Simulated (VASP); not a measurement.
# ZnSe (F-43m) in VASP: G0W0 quasiparticle levels with LDA

Aim: the G0W0 quasiparticle levels of ZnSe with LDA.

All numbers are computed with VASP 6.6.1; they aren't measurements. Logs are shortened: lines on timing, memory, paths and dates and some standing lists are left out, and cuts for length are marked.

## 1. The cell of the first run

It takes space group F-43m (No. 216, cubic). Conventional cell: a = 5.668 Å, b = 5.668 Å, c = 5.668 Å, α = 90.00°, β = 90.00°, γ = 90.00°. Within 3.2 Å of Zn (site symmetry -43m) lie 4 Se at 2.45 Å. Se (site symmetry -43m) has 4 Zn at 2.45 Å within 3.2 Å.

## 2. G0W0 quasiparticle levels, LDA

POSCAR reads:

```
ZnSe
1.0
    0.0000000000      2.8338000000      2.8338000000
    2.8338000000      0.0000000000      2.8338000000
    2.8338000000      2.8338000000      0.0000000000
Zn Se
1 1
Direct
    0.0000000000      0.0000000000      0.0000000000
    0.2500000000      0.2500000000      0.2500000000
```

INCAR.step1 reads:

```
SYSTEM = ZnSe
  ALGO = Normal
  EDIFF = 1E-8
  ENCUT = 500
  ISMEAR = 0
  LASPH = .True.
  LCHARG = .False.
  LREAL = .False.
  LWAVE = .True.
  NELM = 100
  PREC = Accurate
  SIGMA = 0.01
```

INCAR.step2 reads:

```
SYSTEM = ZnSe
  ALGO = Exact
  EDIFF = 1E-8
  ENCUT = 500
  ISMEAR = 0
  ISTART = 1
  LASPH = .True.
  LCHARG = .False.
  LOPTICS = .True.
  LREAL = .False.
  LWAVE = .True.
  NBANDS = 89
  NELM = 1
  PREC = Accurate
  SIGMA = 0.01
```

INCAR.step3 reads:

```
SYSTEM = ZnSe
  ALGO = EVGW0
  EDIFF = 1E-8
  ENCUT = 500
  ENCUTGW = 80.0
  ISMEAR = 0
  ISTART = 1
  LASPH = .True.
  LCHARG = .False.
  LREAL = .False.
  LWAVE = .False.
  NBANDS = 89
  NBANDSGW = 17
  NELMGW = 1
  NOMEGA = 96
  OMEGAMAX = 20
  PREC = Accurate
  PRECFOCK = Fast
  SIGMA = 0.01
```

KPOINTS reads:

```
k-points
0
Gamma
  4 4 4
  0 0 0
```

Potentials or basis: VASP PAW LDA potentials, release 64 (Zn_GW, Se_GW).

Started as:

```console
$ cat potpaw_LDA.64/Zn_GW/POTCAR potpaw_LDA.64/Se_GW/POTCAR > POTCAR
$ cp INCAR.step1 INCAR
$ mpirun -np 1 vasp_std > vasp.out
$ cp INCAR.step2 INCAR
$ mpirun -np 1 vasp_std > vasp.out
$ cp INCAR.step3 INCAR
$ mpirun -np 1 vasp_std > vasp.out
```

OUTCAR:

```text
SYSTEM = ZnSe
   EDIFF = 1E-8
   ENCUT = 500
   ENCUTGW = 80.0
   ISMEAR = 0
   ISTART = 1
   LASPH = .True.
   LREAL = .False.
   NELMGW = 1
   PREC = Accurate
   PRECFOCK = Fast

 ion  position               nearest neighbor table
   1  0.000  0.000  0.000-   2 2.45   2 2.45   2 2.45   2 2.45
   2  0.250  0.250  0.250-   1 2.45   1 2.45   1 2.45   1 2.45

  LATTYP: Found a face centered cubic cell.
 ALAT       =     5.6676000000

  Lattice vectors:

 A1 = (   0.0000000000,   2.8338000000,   2.8338000000)
 A2 = (   2.8338000000,   0.0000000000,   2.8338000000)
 A3 = (   2.8338000000,   2.8338000000,   0.0000000000)

Analysis of symmetry for initial positions (statically):
=====================================================================
 Subroutine PRICEL returns:
 Original cell was already a primitive cell.

 Routine SETGRP: Setting up the symmetry group for a
 face centered cubic supercell.

 Subroutine GETGRP returns: Found 24 space group operations
 (whereof 24 operations were pure point group operations)
 out of a pool of 48 trial point group operations.

The static configuration has the point symmetry T_d .

Analysis of symmetry for dynamics (positions and initial velocities):
=====================================================================
 Subroutine PRICEL returns:
 Original cell was already a primitive cell.

 Routine SETGRP: Setting up the symmetry group for a
 face centered cubic supercell.

 Subroutine GETGRP returns: Found 24 space group operations
 (whereof 24 operations were pure point group operations)
 out of a pool of 48 trial point group operations.

The dynamic configuration has the point symmetry T_d .

 Subroutine INISYM returns: Found 24 space group operations
 (whereof 24 operations are pure point group operations),
 and found     1 'primitive' translations

----------------------------------------------------------------------------------------

                                     Primitive cell

  volume of cell :      45.5132
[... 43 lines left out ...]

 Following reciprocal coordinates:
            Coordinates               Weight
  0.000000  0.000000  0.000000      1.000000
  0.250000  0.000000  0.000000      8.000000
  0.500000  0.000000  0.000000      4.000000
  0.250000  0.250000  0.000000      6.000000
  0.500000  0.250000  0.000000     24.000000
 -0.250000  0.250000  0.000000     12.000000
  0.500000  0.500000  0.000000      3.000000
 -0.250000  0.500000  0.250000      6.000000
   k-points           NKPTS =      8   k-points in BZ     NKDIM =     64   number of bands    NBANDS=     89
   number of dos      NEDOS =    301   number of ions     NIONS =      2
   total plane-waves  NPLWV =  27000
   dimension x,y,z NGX =    30 NGY =   30 NGZ =   30
   dimension x,y,z NGXF=    60 NGYF=   60 NGZF=   60
   ions per type =               1   1
   NGX,Y,Z   is equivalent  to a cutoff of  12.44, 12.44, 12.44 a.u.
   NGXF,Y,Z  is equivalent  to a cutoff of  24.89, 24.89, 24.89 a.u.
 SYSTEM =  ZnSe
   PREC   = accura    normal or accurate (medium, high low for compatibility)
   ISTART =      1    job   : 0-new  1-cont  2-samecut
   ICHARG =      0    charge: 1-file 2-atom 10-const
   ISPIN  =      1    spin polarized calculation?
   LNONCOLLINEAR =      F non collinear calculations
   LSORBIT =      F    spin-orbit coupling
   LASPH  =      T    aspherical Exc in radial PAW
   ENCUT  =  500.0 eV  36.75 Ry    6.06 a.u.   7.31  7.31  7.31*2*pi/ulx,y,z
   NELM   =     60;   NELMIN=  2; NELMDL=  0     # of ELM steps
   EDIFF  = 0.1E-07   stopping-criterion for ELM
   LREAL  =      F    real-space projection
   EDIFFG = 0.1E-06   stopping-criterion for IOM
   NSW    =      0    number of steps for IOM
   IBRION =     -1    ionic relax: 0-MD 1-quasi-New 2-CG
   NFREE  =      0    steps in history (QN), initial steepest desc. (CG)
   ISIF   =      0    stress and relaxation
   ISYM   =      3    0-nonsym 1-usesym 2-fastsym
   POTIM  = 0.5000    time-step for ionic-motion
   TEBEG  =    0.0;   TEEND  =   0.0 temperature during run
   PSTRESS=    0.0 pullay stress
   NELECT =      18.0000    total number of electrons
   NUPDOWN=      -1.0000    fix difference up-down
   EMIN   =  10.00;   EMAX   =-10.00  energy-range for DOS
   EFERMI =   0.00;   METHOD = LEGACY
   ISMEAR =     0;   SIGMA  =   0.01  broadening in eV -4-tet -1-fermi 0-gaus
   EFERMI_NEDOS =   21; number of points for ismear=-14 and -15
   IALGO  =     38    algorithm
   IMIX   =      4    mixing-type and parameters
     AMIX     =   0.40;   BMIX     =  1.00
     AMIX_MAG =   1.60;   BMIX_MAG =  1.00
  volume/ion in A,a.u.               =      22.76       153.57
  Fermi-wavevector in a.u.,A,eV,Ry     =   1.201673  2.270834 19.647073  1.444019
  Thomas-Fermi vector in A             =   2.337476
   LORBIT       =      0    0 simple, 1 ext, 2 COOP (PROOUT), +10 PAW based schemes
   GGA     = CA    functional components
   LHFCALC =     T    Hartree Fock is set to
   PRECFOCK=fast      Normal, Fast or Accurate (Low or Medium for compatibility)
   ENCUT4O =  -1.0   cutoff for four orbital integrals eV
   NKREDX  =     1    reduce k-point grid by
   NKREDY  =     1    reduce k-point grid by
   NKREDZ  =     1    reduce k-point grid by
   AEXX    =    1.0000 exact exchange contribution
   HFSCREEN=    0.0000 screening length (either q_TF or 0.3 A-1)
   HFSCREENC=   0.0000 screening length for correlation (either q_TF or 0.3 A-1)
   ENCUTFOCK=  -1.0 apply spherical cutoff to Coloumb kernel
   IVDW    =     0    specifies the selected vdW correction
   LEPSILON=     F    determine dielectric tensor
   LRPA    =     F    only Hartree local field effects (RPA)
   LRPAFORCE           =     F    calculate RPA forces
   ENCUTGW             =  80.0    cutoff for response function in eV
   ENCUTGWSOFT         =  64.0    soft cutoff for Coulomb kernel in GW response function in eV
   ENCUTLF             =  -1.0    cutoff for local field effects
   NELMGW              =     1    number of iterations in solving QP/BSE equation
   NELMHF              =     1    number of iterations in the inner HF iteration
   NKREDLFX            =     1    NKREDLFY  =   1   NKREDLFZ  =   1
 non-spin polarized calculation
 Gauss-broadening in eV      SIGMA  =   0.01
  energy-cutoff  :      500.00
  volume of cell :       45.51
 maximum number of plane-waves:      1174
 NGX is ok and might be reduce to    30
  NGX = 18; NGY = 18; NGZ = 18
   NGX = 15   NGY = 15   NGZ = 15
 maximum number of plane-waves:        80
 NGX is ok and might be reduce to    14

 QP shifts <psi_nk| G(iteration)W_0 |psi_nk>: iteration 1
 for sc-GW calculations column KS-energies equals QP-energies in previous step
 and V_xc(KS)=  KS-energies - (<T + V_ion + V_H > + <T+V_H+V_ion>^1  + <V_x>^1)

 k-point   1 :       0.0000    0.0000    0.0000
  band No.  KS-energies  QP-energies   sigma(KS)   V_xc(KS)     V^pw_x(r,r')   Z            occupation Imag(sigma)

      1     -10.7274     -10.8106     -12.6712     -12.5404     -19.7906       0.6360       2.0000       1.0325
      2      -4.1472      -5.9278     -22.5869     -19.9083     -30.8849       0.6648       2.0000       0.1657
      3      -4.1472      -5.9278     -22.5869     -19.9083     -30.8849       0.6648       2.0000       0.1657
      4      -4.1472      -5.9278     -22.5869     -19.9083     -30.8849       0.6648       2.0000       0.1657
      5      -3.7913      -5.7227     -23.5425     -20.6777     -32.0248       0.6741       2.0000       0.1445
      6      -3.7913      -5.7227     -23.5425     -20.6777     -32.0248       0.6741       2.0000       0.1445
[... 143 lines left out ...]
      3      -3.9489      -5.8173     -23.2155     -20.4252     -31.6738       0.6696       2.0000       0.1606
      4      -3.8204      -5.7134     -23.3174     -20.4997     -31.7452       0.6718       2.0000       0.1519
      5      -3.8204      -5.7134     -23.3174     -20.4997     -31.7452       0.6718       2.0000       0.1519
      6      -3.4863      -5.3784     -23.5309     -20.7333     -31.9383       0.6763       2.0000       0.1582
[... 9 lines left out ...]
     16      16.4405      16.8308      -9.0804      -9.6080      -3.4071       0.7397       0.0000      -0.5461
     17      17.1326      17.7451      -9.7211     -10.5527      -3.8894       0.7366       0.0000      -0.5581
```

OUTCAR.step2:

```text
SYSTEM = ZnSe
   EDIFF = 1E-8
   ENCUT = 500
   ISMEAR = 0
[... 729 lines left out ...]
  --------------------------------------------------------------------------------------------------------------
     0.00000    20.48304    20.48304    20.48304     0.00000     0.00000     0.00000
     1.12104   -18.97678   -18.97678   -18.97678     0.00000     0.00000     0.00000
     2.24207    11.93987    11.93987    11.93987     0.00000     0.00000     0.00000
     3.36311   -11.68776   -11.68776   -11.68776    -0.00000    -0.00000    -0.00000
     4.48414    14.24735    14.24735    14.24735    -0.00000     0.00000    -0.00000
     5.60518   -11.14056   -11.14056   -11.14056    -0.00000    -0.00000    -0.00000
[... 92 lines left out ...]
   109.86145     0.96228     0.96228     0.96228    -0.00000    -0.00000    -0.00000
   110.98249     0.96316     0.96316     0.96316    -0.00000    -0.00000    -0.00000
```

Wall time 2 min (1 thread of AMD EPYC 9R45 (Zen 5), shared host); peak memory 0.4 GiB.

Results:

```yaml
Quasiparticle_gap: 2.25 eV
Least_direct_quasiparticle_gap: 2.25 eV
Band_gap_of_the_starting_levels_on_the_mesh: 1.04 eV
Least_direct_gap_of_the_starting_levels_on_the_mesh: 1.04 eV
```

Caveat: the k points lie up to 0.48 Å⁻¹ apart; bands, screening cutoff and mesh are small and nothing is extrapolated, so the quasiparticle values aren't converged.
